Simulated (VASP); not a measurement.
# BaTiO3 (P4/mmm) in VASP: further runs

Runs on BaTiO3. Level: PBE. Tasks: single point.

Program: VASP 6.6.1. These are calculated values, not measurements. Logs are shortened: lines on timing, memory, paths and dates and some standing lists are left out, and cuts for length are marked.

## (1) The cell of the first run

It takes space group P4/mmm (No. 123, tetragonal). The conventional cell has a = 3.698 Å, b = 3.698 Å, c = 4.019 Å, α = 90.00°, β = 90.00°, γ = 90.00°. Within 3.4 Å of Ba (site symmetry 4/mmm) lie 12 O at 2.61 to 2.73 Å and 8 Ti at 3.30 Å. Within 2.5 Å of Ti (site symmetry 4/mmm) lie 6 O at 1.85 to 2.01 Å. O (site symmetry 4/mmm) has 2 Ti at 2.01 Å and 4 Ba at 2.61 Å within 2.7 Å. Within 2.5 Å of O (site symmetry mmm) lie 2 Ti at 1.85 Å.

## (2) Single point, PBE (strain -0.080 along x and y, +0.000 along z)

The input, INCAR:

```
ALGO     = Normal         # electronic algorithm
EDIFF    = 1E-6           # SCF threshold, eV
ENCUT    = 520            # plane-wave cutoff, eV
GGA      = PE             # functional
ISIF     = 2              # what is computed and relaxed
ISMEAR   = 0              # smearing method
LASPH    = T              # aspherical terms in the spheres
LCHARG   = T              # write CHGCAR
LELF     = T              # ELF
LREAL    = F              # projectors in reciprocal space
LVHAR    = T            
LWAVE    = F              # write WAVECAR
NBANDS   = 28             # bands
NELM     = 80             # most SCF steps
PREC     = Accurate       # precision mode
SIGMA    = 0.05           # smearing width, eV
```

The input, KPOINTS:

```
k-points
0
Gamma
  8 8 8
```

The input, POSCAR:

```
BaTiO3
1.0
    3.6976933126      0.0000000000      0.0000000000
    0.0000000000      3.6976933126      0.0000000000
    0.0000000000      0.0000000000      4.0192813204
Ba Ti O
1 1 3
Direct
    0.0000000000      0.0000000000      0.0000000000
    0.5000000000      0.5000000000      0.5000000000
    0.5000000000      0.5000000000      0.0000000000
    0.5000000000      0.0000000000      0.5000000000
    0.0000000000      0.5000000000      0.5000000000
```

Potentials or basis: VASP PAW PBE potentials, release 64 (Ba_sv, Ti_sv, O).

The run is started by

```bash
> cat potpaw_PBE.64/Ba_sv/POTCAR potpaw_PBE.64/Ti_sv/POTCAR potpaw_PBE.64/O/POTCAR > POTCAR
> mpirun -np 1 vasp_std > vasp.out
```

OUTCAR:

```text
EDIFF = 1E-6
   ENCUT = 520
   GGA = PE
   ISIF = 2
   ISMEAR = 0
   LASPH = T
   LREAL = F
   NELM = 80
   PREC = Accurate

 ion  position               nearest neighbor table
   1  0.000  0.000  0.000-   3 2.61   3 2.61   3 2.61   3 2.61   5 2.73   4 2.73   5 2.73   5 2.73
                             5 2.73   4 2.73   4 2.73   4 2.73   2 3.30   2 3.30   2 3.30   2 3.30
   2  0.500  0.500  0.500-   4 1.85   5 1.85   4 1.85   5 1.85   3 2.01   3 2.01   1 3.30   1 3.30
                             1 3.30   1 3.30   1 3.30   1 3.30   1 3.30   1 3.30
   3  0.500  0.500  0.000-   2 2.01   2 2.01   1 2.61   1 2.61   1 2.61   1 2.61
   4  0.500  0.000  0.500-   2 1.85   2 1.85   1 2.73   1 2.73   1 2.73   1 2.73
   5  0.000  0.500  0.500-   2 1.85   2 1.85   1 2.73   1 2.73   1 2.73   1 2.73

  LATTYP: Found a simple tetragonal cell.
 ALAT       =     3.6976933126
 C/A-ratio  =     1.0869698973

  Lattice vectors:

 A1 = (   3.6976933126,   0.0000000000,   0.0000000000)
 A2 = (   0.0000000000,   3.6976933126,   0.0000000000)
 A3 = (   0.0000000000,   0.0000000000,   4.0192813204)

Analysis of symmetry for initial positions (statically):
=====================================================================
 Subroutine PRICEL returns:
 Original cell was already a primitive cell.

 Routine SETGRP: Setting up the symmetry group for a
 simple tetragonal supercell.

 Subroutine GETGRP returns: Found 16 space group operations
 (whereof 16 operations were pure point group operations)
 out of a pool of 16 trial point group operations.

The static configuration has the point symmetry D_4h.

Analysis of symmetry for dynamics (positions and initial velocities):
=====================================================================
 Subroutine PRICEL returns:
 Original cell was already a primitive cell.

 Routine SETGRP: Setting up the symmetry group for a
 simple tetragonal supercell.

 Subroutine GETGRP returns: Found 16 space group operations
 (whereof 16 operations were pure point group operations)
 out of a pool of 16 trial point group operations.

The dynamic configuration has the point symmetry D_4h.

 Subroutine INISYM returns: Found 16 space group operations
 (whereof 16 operations are pure point group operations),
 and found     1 'primitive' translations

----------------------------------------------------------------------------------------

                                     Primitive cell

  volume of cell :      54.9554

  direct lattice vectors                    reciprocal lattice vectors
     3.697693313  0.000000000  0.000000000     0.270438870  0.000000000  0.000000000
     0.000000000  3.697693313  0.000000000     0.000000000  0.270438870  0.000000000
     0.000000000  0.000000000  4.019281320     0.000000000  0.000000000  0.248800699

  length of vectors
     3.697693313  3.697693313  4.019281320     0.270438870  0.270438870  0.248800699

  position of ions in fractional coordinates (direct lattice)
     0.000000000  0.000000000  0.000000000
     0.500000000  0.500000000  0.500000000
     0.500000000  0.500000000  0.000000000
     0.500000000  0.000000000  0.500000000
     0.000000000  0.500000000  0.500000000

  ion indices of the primitive-cell ions
   primitive index   ion index
                 1           1
                 2           2
                 3           3
                 4           4
                 5           5

----------------------------------------------------------------------------------------

 KPOINTS: k-points

Automatic generation of k-mesh.
 Grid dimensions read from file:
 generate k-points for:    8    8    8

 Generating k-lattice:

  Cartesian coordinates                     Fractional coordinates (reciprocal lattice)
     0.033804859  0.000000000  0.000000000     0.125000000  0.000000000  0.000000000
     0.000000000  0.033804859  0.000000000     0.000000000  0.125000000  0.000000000
     0.000000000  0.000000000  0.031100087     0.000000000  0.000000000  0.125000000

  Length of vectors
     0.033804859  0.033804859  0.031100087

  Shift w.r.t. Gamma in fractional coordinates (k-lattice)
     0.000000000  0.000000000  0.000000000

 Subroutine IBZKPT returns following result:
 ===========================================

 Found     75 irreducible k-points:

 Following reciprocal coordinates:
            Coordinates               Weight
  0.000000  0.000000  0.000000      1.000000
  0.125000  0.000000  0.000000      4.000000
  0.250000  0.000000  0.000000      4.000000
  0.375000  0.000000  0.000000      4.000000
  0.500000  0.000000  0.000000      2.000000
  0.125000  0.125000  0.000000      4.000000
[... 16 lines left out ...]
  0.375000  0.125000  0.125000     16.000000
  0.500000  0.125000  0.125000      8.000000
 [... further k-points ...]
   k-points           NKPTS =     75   k-points in BZ     NKDIM =     75   number of bands    NBANDS=     28
   number of dos      NEDOS =    301   number of ions     NIONS =      5
   total plane-waves  NPLWV =  23520
   dimension x,y,z NGX =    28 NGY =   28 NGZ =   30
   dimension x,y,z NGXF=    56 NGYF=   56 NGZF=   60
   ions per type =               1   1   3
   NGX,Y,Z   is equivalent  to a cutoff of  12.59, 12.59, 12.41 a.u.
   NGXF,Y,Z  is equivalent  to a cutoff of  25.18, 25.18, 24.82 a.u.
 SYSTEM =  unknown system
   PREC   = accura    normal or accurate (medium, high low for compatibility)
   ISTART =      0    job   : 0-new  1-cont  2-samecut
   ICHARG =      2    charge: 1-file 2-atom 10-const
   ISPIN  =      1    spin polarized calculation?
   LNONCOLLINEAR =      F non collinear calculations
   LSORBIT =      F    spin-orbit coupling
   LASPH  =      T    aspherical Exc in radial PAW
   ENCUT  =  520.0 eV  38.22 Ry    6.18 a.u.   6.88  6.88  7.47*2*pi/ulx,y,z
   NELM   =     80;   NELMIN=  2; NELMDL= -5     # of ELM steps
   EDIFF  = 0.1E-05   stopping-criterion for ELM
   LREAL  =      F    real-space projection
   EDIFFG = 0.1E-04   stopping-criterion for IOM
   NSW    =      0    number of steps for IOM
   IBRION =     -1    ionic relax: 0-MD 1-quasi-New 2-CG
   NFREE  =      0    steps in history (QN), initial steepest desc. (CG)
   ISIF   =      2    stress and relaxation
   ISYM   =      2    0-nonsym 1-usesym 2-fastsym
   POTIM  = 0.5000    time-step for ionic-motion
   TEBEG  =    0.0;   TEEND  =   0.0 temperature during run
   PSTRESS=    0.0 pullay stress
   NELECT =      40.0000    total number of electrons
   NUPDOWN=      -1.0000    fix difference up-down
   EMIN   =  10.00;   EMAX   =-10.00  energy-range for DOS
   EFERMI =   0.00;   METHOD = LEGACY
   ISMEAR =     0;   SIGMA  =   0.05  broadening in eV -4-tet -1-fermi 0-gaus
   EFERMI_NEDOS =   21; number of points for ismear=-14 and -15
   IALGO  =     38    algorithm
   IMIX   =      4    mixing-type and parameters
     AMIX     =   0.40;   BMIX     =  1.00
     AMIX_MAG =   1.60;   BMIX_MAG =  1.00
  volume/ion in A,a.u.               =      10.99        74.17
  Fermi-wavevector in a.u.,A,eV,Ry     =   1.472623  2.782853 29.505826  2.168617
  Thomas-Fermi vector in A             =   2.587615
   LORBIT       =      0    0 simple, 1 ext, 2 COOP (PROOUT), +10 PAW based schemes
   GGA     = PE    functional components
   LHFCALC =     F    Hartree Fock is set to
   AEXX    =    0.0000 exact exchange contribution
   IVDW    =     0    specifies the selected vdW correction
   LEPSILON=     F    determine dielectric tensor
   LRPA    =     F    only Hartree local field effects (RPA)
 non-spin polarized calculation
 Gauss-broadening in eV      SIGMA  =   0.05
  energy-cutoff  :      520.00
  volume of cell :       54.96
 maximum number of plane-waves:      1499
 NGX is ok and might be reduce to    28
   NGX = 13   NGY = 13   NGZ = 15

 number of electron      39.9999980 magnetization

 Free energy of the ion-electron system (eV)
  ---------------------------------------------------
  ext. energy  EPLUGINS =         0.00000000
  ---------------------------------------------------
  free energy    TOTEN  =       -38.47556012 eV

  energy without entropy =      -38.47556012  energy(sigma->0) =      -38.47556012

 E-fermi :   5.6931     XC(G=0): -12.0884

 val. band max:        5.2902075385   @ k =   0.5000   0.5000   0.5000
 cond. band min:       7.1027513225   @ k =   0.0000   0.0000   0.0000
 fundamental gap:      1.8125437840
 Fermi energy:         5.6931246359

 k-point     1 :       0.0000    0.0000    0.0000
  band No.  band energies     occupation
      1     -50.8229      2.00000
      2     -27.1861      2.00000
      3     -27.1861      2.00000
      4     -27.0868      2.00000
      5     -19.4684      2.00000
      6     -12.2589      2.00000
[... 20 lines left out ...]
     27      10.8764      0.00000
     28      14.4468      0.00000

 k-point     2 :       0.1250    0.0000    0.0000
  band No.  band energies     occupation
      1     -50.8223      2.00000
      2     -27.2094      2.00000
      3     -27.1852      2.00000
      4     -27.0858      2.00000
      5     -19.4235      2.00000
      6     -12.2366      2.00000
[... 20 lines left out ...]
     27      11.2898      0.00000
     28      14.3737      0.00000

 k-point     3 :       0.2500    0.0000    0.0000
  band No.  band energies     occupation
      1     -50.8210      2.00000
      2     -27.2646      2.00000
      3     -27.1829      2.00000
      4     -27.0834      2.00000
      5     -19.3115      2.00000
      6     -12.3415      2.00000
[... 20 lines left out ...]
     27      12.2977      0.00000
     28      14.1618      0.00000

 k-point     4 :       0.3750    0.0000    0.0000
  band No.  band energies     occupation
      1     -50.8196      2.00000
      2     -27.3190      2.00000
      3     -27.1805      2.00000
      4     -27.0809      2.00000
      5     -19.1936      2.00000
      6     -12.5615      2.00000
[... 20 lines left out ...]
     27      13.3811      0.00000
     28      13.9432      0.00000

 k-point     5 :       0.5000    0.0000    0.0000
  band No.  band energies     occupation
      1     -50.8191      2.00000
      2     -27.3412      2.00000
      3     -27.1796      2.00000
      4     -27.0799      2.00000
      5     -19.1428      2.00000
      6     -12.6668      2.00000
[... 20 lines left out ...]
     27      13.8504      0.00000
     28      13.9509      0.00000

 k-point     6 :       0.1250    0.1250    0.0000
  band No.  band energies     occupation
      1     -50.8218      2.00000
      2     -27.2092      2.00000
      3     -27.2074      2.00000
      4     -27.0848      2.00000
      5     -19.3812      2.00000
      6     -12.1814      2.00000
[... 463 lines left out ...]
      5     -19.3566      2.00000
      6     -12.2444      2.00000
[... 20 lines left out ...]
     27      11.8643      0.00000
     28      14.4212      0.00000

 k-point    22 :       0.2500    0.1250    0.1250
  band No.  band energies     occupation
      1     -50.8203      2.00000
      2     -27.2627      2.00000
      3     -27.2052      2.00000
      4     -27.0911      2.00000
      5     -19.2560      2.00000
      6     -12.2317      2.00000
[... 20 lines left out ...]
     27      12.6980      0.00000
     28      14.4567      0.00000

 k-point    23 :       0.3750    0.1250    0.1250
  band No.  band energies     occupation
      1     -50.8189      2.00000
      2     -27.3165      2.00000
      3     -27.2027      2.00000
      4     -27.0884      2.00000
      5     -19.1507      2.00000
      6     -12.3781      2.00000
[... 20 lines left out ...]
     27      13.6861      0.00000
     28      14.5154      0.00000

 k-point    24 :       0.5000    0.1250    0.1250
  band No.  band energies     occupation
      1     -50.8184      2.00000
      2     -27.3385      2.00000
      3     -27.2016      2.00000
      4     -27.0873      2.00000
      5     -19.1056      2.00000
      6     -12.4605      2.00000
[... 20 lines left out ...]
     27      13.9985      0.00000
     28      14.8025      0.00000

 [... further k-points ...]

------------------------ aborting loop because EDIFF is reached ----------------------------------------

  FORCE on cell =-STRESS in cart. coord.  units (eV):
  Direction    XX          YY          ZZ          XY          YZ          ZX
  --------------------------------------------------------------------------------------
  -------------------------------------------------------------------------------------
  Total       18.9862334     18.9862334      8.5737486      0.0000000     -0.0000000      0.0000000
  in kB      553.5275183    553.5275183    249.9603618      0.0000000     -0.0000000      0.0000000
  external PRESSURE =     452.3384662 kB  Pullay stress =       0.0000000 kB

 VOLUME and BASIS-vectors are now :
 -----------------------------------------------------------------------------
  energy-cutoff  :      520.00
  volume of cell :       54.96
      direct lattice vectors                 reciprocal lattice vectors
     3.697693313  0.000000000  0.000000000     0.270438870  0.000000000  0.000000000
     0.000000000  3.697693313  0.000000000     0.000000000  0.270438870  0.000000000
     0.000000000  0.000000000  4.019281320     0.000000000  0.000000000  0.248800699

 POSITION                                       TOTAL-FORCE (eV/Angst)
 -----------------------------------------------------------------------------------
      0.00000      0.00000      0.00000         0.000000      0.000000      0.000000
      1.84885      1.84885      2.00964         0.000000      0.000000      0.000000
      1.84885      1.84885      0.00000         0.000000      0.000000      0.000000
      1.84885      0.00000      2.00964         0.000000      0.000000      0.000000
      0.00000      1.84885      2.00964         0.000000      0.000000      0.000000
 -----------------------------------------------------------------------------------
    total drift:                                0.000000      0.000000      0.000000

  FREE ENERGIE OF THE ION-ELECTRON SYSTEM (eV)
  ---------------------------------------------------
  free  energy   TOTEN  =       -38.4755601193 eV

  energy  without entropy=      -38.4755601193  energy(sigma->0) =      -38.47556012
```

Wall time 68 s (1 thread of AMD EPYC 9R45 (Zen 5), shared host); peak memory 0.21 GiB.

Results:

- Free energy: -38.4756 eV
- Pressure: 45.2 GPa
- Band gap on the k mesh: 1.81 eV, indirect (least direct gap 1.86 eV)

Stress tensor (GPa, compression positive):
```
55.35  0.00  0.00
 0.00 55.35  0.00
 0.00  0.00 25.00
```

Caveat: the cell differs from its parent crystal (strain -0.080 along x and y, +0.000 along z); spin-orbit coupling is left out, which moves the levels of the heavy elements.

## (3) Single point, PBE (strain -0.080 along x and y, +0.040 along z)

The input, INCAR:

```
ALGO = Normal ; EDIFF = 1E-6
ENCUT = 520 ; GGA = PE
ISIF = 2 ; ISMEAR = 0
LASPH = T ; LCHARG = T
LELF = T ; LREAL = F
LVHAR = T ; LWAVE = F
NBANDS = 28 ; NELM = 100
PREC = Accurate ; SIGMA = 0.05
```

KPOINTS is that of step 2.

POSCAR: that of step 2 with these lines changed.

```diff
@@ -4,3 +4,3 @@
     0.0000000000      3.6976933126      0.0000000000
-    0.0000000000      0.0000000000      4.0192813204
+    0.0000000000      0.0000000000      4.1800525732
 Ba Ti O
```

Potentials or basis: VASP PAW PBE potentials, release 64 (Ba_sv, Ti_sv, O).

The run is started by

```bash
> cat potpaw_PBE.64/Ba_sv/POTCAR potpaw_PBE.64/Ti_sv/POTCAR potpaw_PBE.64/O/POTCAR > POTCAR
> mpirun -np 1 vasp_std > vasp.out
```

It took 64 s on 1 thread of AMD EPYC 9R45 (Zen 5), shared host; peak memory 0.22 GiB.

Results (log left out):

```yaml
Free_energy: -38.7142 eV
Pressure: 35.4 GPa
Band_gap_on_the_k_mesh: 1.68 eV, indirect (least direct gap 1.81 eV)
```

Stress tensor (GPa, compression positive):
```
47.98  0.00  0.00
 0.00 47.98  0.00
 0.00  0.00 10.33
```

Levels at points of the mesh, in eV from the valence-band top:
| k point | band 18 | band 19 | band 20 | band 21 | band 22 | band 23 |
| --- | --- | --- | --- | --- | --- | --- |
| (0.00, 0.00, 0.00) | -0.44 | -0.14 | -0.14 | 1.68 | 1.68 | 1.92 |
| (0.50, 0.00, 0.00) | -2.17 | -1.03 | -0.92 | 1.95 | 4.10 | 4.30 |
| (0.50, 0.50, 0.00) | -0.24 | -0.24 | -0.05 | 4.32 | 4.32 | 4.69 |
| (0.00, 0.00, 0.50) | -1.27 | -0.75 | -0.75 | 2.03 | 3.16 | 3.16 |
| (0.50, 0.00, 0.50) | -1.50 | -1.43 | -0.73 | 3.19 | 4.35 | 4.37 |
| (0.50, 0.50, 0.50) | -0.08 | -0.08 | 0.00 | 4.68 | 4.68 | 5.19 |

Caveat: the cell differs from its parent crystal (strain -0.080 along x and y, +0.040 along z); spin-orbit coupling is left out, which moves the levels of the heavy elements. A k mesh can miss the band edges.

## (4) Single point, PBE (strain -0.080 along x and y, +0.080 along z)

The input, INCAR:

```
SYSTEM = BaTiO3
PREC     = Accurate       ! precision mode
ENCUT    = 520            ! plane-wave cutoff, eV
EDIFF    = 1E-6           ! SCF threshold, eV
ISMEAR   = 0              ! smearing method
SIGMA    = 0.05           ! smearing width, eV
LREAL    = .FALSE.        ! projectors in reciprocal space
LASPH    = .TRUE.         ! aspherical terms in the spheres
NELM     = 100            ! most SCF steps
ALGO     = Normal         ! electronic algorithm
ISIF     = 2              ! what is computed and relaxed
LWAVE    = .FALSE.        ! write WAVECAR
LCHARG   = .FALSE.        ! write CHGCAR
GGA      = PE             ! functional
NBANDS   = 28             ! bands
```

The input, KPOINTS:

```
regular mesh
0
G
  8 8 8
  0 0 0
```

POSCAR: that of step 3 with these lines changed.

```diff
@@ -4,3 +4,3 @@
     0.0000000000      3.6976933126      0.0000000000
-    0.0000000000      0.0000000000      4.1800525732
+    0.0000000000      0.0000000000      4.3408238260
 Ba Ti O
```

The run is started by

```bash
> cat potpaw_PBE.64/Ba_sv/POTCAR potpaw_PBE.64/Ti_sv/POTCAR potpaw_PBE.64/O/POTCAR > POTCAR
> mpirun -np 1 vasp_std > vasp.out
```

Wall time 64 s (1 thread of AMD EPYC 9R45 (Zen 5), shared host); peak memory 0.23 GiB.

It converged, with:

```
Free energy            : -38.7849 eV
Pressure               : 28.1 GPa
Band gap on the k mesh : 1.56 eV, indirect (least direct gap 1.77 eV)
```

Stress tensor (GPa, compression positive):
```
41.95  0.00  0.00
 0.00 41.95  0.00
 0.00  0.00  0.25
```

Levels at points of the mesh, in eV from the valence-band top:
| k point | band 18 | band 19 | band 20 | band 21 | band 22 | band 23 |
| --- | --- | --- | --- | --- | --- | --- |
| (0.00, 0.00, 0.00) | -0.59 | -0.21 | -0.21 | 1.56 | 1.56 | 1.85 |
| (0.50, 0.00, 0.00) | -2.15 | -1.15 | -0.96 | 1.82 | 3.63 | 4.16 |
| (0.50, 0.50, 0.00) | -0.17 | -0.17 | -0.03 | 4.12 | 4.18 | 4.18 |
| (0.00, 0.00, 0.50) | -1.09 | -0.79 | -0.79 | 1.93 | 2.78 | 2.78 |
| (0.50, 0.00, 0.50) | -1.73 | -1.62 | -0.93 | 2.81 | 4.19 | 4.23 |
| (0.50, 0.50, 0.50) | -0.05 | -0.05 | 0.00 | 4.44 | 4.44 | 5.05 |

Caveat: the cell differs from its parent crystal (strain -0.080 along x and y, +0.080 along z); spin-orbit coupling is left out, which moves the levels of the heavy elements. A k mesh can miss the band edges.

## (5) Overview

```tsv
cell	gap on the mesh (eV)	pressure (GPa)
a = 3.698, b = 3.698, c = 4.019 Å, 5 atoms	1.81	45.2
a = 3.698, b = 3.698, c = 4.180 Å, 5 atoms	1.68	35.4
a = 3.698, b = 3.698, c = 4.341 Å, 5 atoms	1.56	28.1
```

Alike in all rows: task single point; level PBE; potentials or basis VASP PAW PBE potentials, release 64 (Ba_sv, Ti_sv, O); no spin polarisation; k mesh 8 × 8 × 8; cutoff (eV) 520; smearing gaussian 0.05 eV.

Caveats: spin-orbit coupling is left out, which moves the levels of the heavy elements.

Absolute energies hang on the potentials; compare differences alone.
